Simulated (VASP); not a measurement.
HfC:

```
Hf C
1.0
     3.34287    0.00000    0.00000
    -1.67143    2.89501    0.00000
     0.00000    0.00000    5.20271
Hf C
2 2
Direct
  0.66667 0.33333 0.75000
  0.33333 0.66667 0.25000
  0.00000 0.00000 0.00000
  0.00000 0.00000 0.50000
```

Program: VASP 6.6.1. Alike in all runs: task single point; no spin polarisation; cell as given; k mesh 9 × 9 × 5; cutoff (eV) 520; smearing fermi-dirac 0.1 eV.

Order these runs on this cell by their pressure, lowest first.
A. level PBEsol; potentials or basis VASP PAW PBE potentials, release 64 (Hf_pv, C)
B. level BLYP; potentials or basis VASP PAW PBE potentials, release 64 (Hf_pv, C)
C. level LDA; potentials or basis VASP PAW LDA potentials, release 64 (Hf_pv, C)

C (-12.4 GPa), A (-7.9 GPa), B (6.7 GPa).

Caveats: the PAW data sets were made with another functional, which shifts forces and pressure a little (some runs).
